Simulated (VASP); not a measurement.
Runs of VASP 6.6.1 on Au. The structure is that of space group Im-3m (No. 229), or close to it. The cells are those of the table. 

```tsv
cell	further INCAR settings	gap on the mesh (eV)	pressure (GPa)
a = 2.925 Å, angles 108.8, 108.8, 110.8°, 1 atom	ALGO = Fast; EDIFF = 1e-07; NBANDS = 12	none	-14.8
a = 2.831 Å, angles 110.1, 110.1, 108.1°, 1 atom	ALGO = Fast; EDIFF = 1e-06; NBANDS = 12	none	(b)
a = 2.785 Å, angles 110.8, 110.8, 106.7°, 1 atom	ALGO = Fast; EDIFF = 1e-06; NBANDS = 12	none	4.8
a = 2.762 Å, angles 108.1, 108.1, 112.2°, 1 atom	ALGO = Fast; EDIFF = 1e-07; NBANDS = 12	none	(a)
a = 2.761 Å, angles 110.2, 110.2, 108.1°, 1 atom	ALGO = Fast; EDIFF = 1e-07; NBANDS = 12	none	10.0
```

Alike in all rows: task single point; level PBEsol; potentials or basis VASP PAW PBE potentials, release 64 (Au); no spin polarisation; k mesh 26 × 26 × 26; cutoff (eV) 520; smearing gaussian 0.15 eV.

**Question.** Estimate the missing entries.

**Answer.** (a) 10.2; (b) -4.0.

Caveats: the PAW data sets were made with another functional, which shifts forces and pressure a little; spin-orbit coupling is left out, which moves the levels of the heavy elements; the cell stands under pressure (at least some runs); the cell stands under tension (at least some runs).

A k mesh can miss the band edges, and the runs leave out spin-orbit coupling on Au.

A gap of «none» marks levels without a gap at the run's occupations.
